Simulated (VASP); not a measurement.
Write the native input for VASP 6.6.1 that does the following.

```
Task                   : single point
Functional             : r2SCAN
Potentials or basis    : VASP PAW PBE potentials, release 64 (K_sv)
Cutoff                 : 520 eV
k mesh                 : 7 × 7 × 7
Occupations            : fermi-dirac, width 0.05 eV
Spin                   : no spin polarisation
Dipole correction      : no
Further INCAR settings : ALGO = Normal; EDIFF = 1e-07; NBANDS = 10
```

Crystal: K.

```
CELL_PARAMETERS angstrom
-2.69756 2.69756 2.69756
2.69756 -2.69756 2.69756
2.69756 2.69756 -2.69756
ATOMIC_POSITIONS crystal
K 0.00000 0.00000 0.00000
```

These files were run (other wordings do the same):

POSCAR

```
K
1.0
   -2.6975585167      2.6975585167      2.6975585167
    2.6975585167     -2.6975585167      2.6975585167
    2.6975585167      2.6975585167     -2.6975585167
K
1
Direct
    0.0000000000      0.0000000000      0.0000000000
```

INCAR.step1

```
SYSTEM = K
ALGO = Normal
EDIFF = 1E-4
ENCUT = 520
GGA = PE
ISMEAR = -1
LASPH = .TRUE.
LCHARG = .FALSE.
LREAL = .FALSE.
LWAVE = .TRUE.
NBANDS = 10
NELM = 80
PREC = Accurate
SIGMA = 0.05
```

INCAR.step2

```
SYSTEM = K
ALGO = Normal
EDIFF = 1E-7
ENCUT = 520
ISIF = 2
ISMEAR = -1
ISTART = 1
LASPH = .TRUE.
LCHARG = .FALSE.
LMIXTAU = .TRUE.
LREAL = .FALSE.
LWAVE = .FALSE.
METAGGA = R2SCAN
NBANDS = 10
NELM = 80
PREC = Accurate
SIGMA = 0.05
```

KPOINTS

```
k-points
0
G
  7 7 7
  0 0 0
```

Potentials or basis: VASP PAW PBE potentials, release 64 (K_sv).

The run is started by

```sh
$ cat potpaw_PBE.64/K_sv/POTCAR > POTCAR
$ cp INCAR.step1 INCAR
$ mpirun -np 1 vasp_std > vasp.out
$ cp INCAR.step2 INCAR
$ mpirun -np 1 vasp_std > vasp.out
```

Results of the run:

* Pressure: -0.1 GPa

Caveat: the PAW data sets were made with another functional, which shifts forces and pressure a little.

It took 2.7 min on 1 thread of AMD EPYC 7R13, with other jobs on the host, peak memory 0.18 GiB.
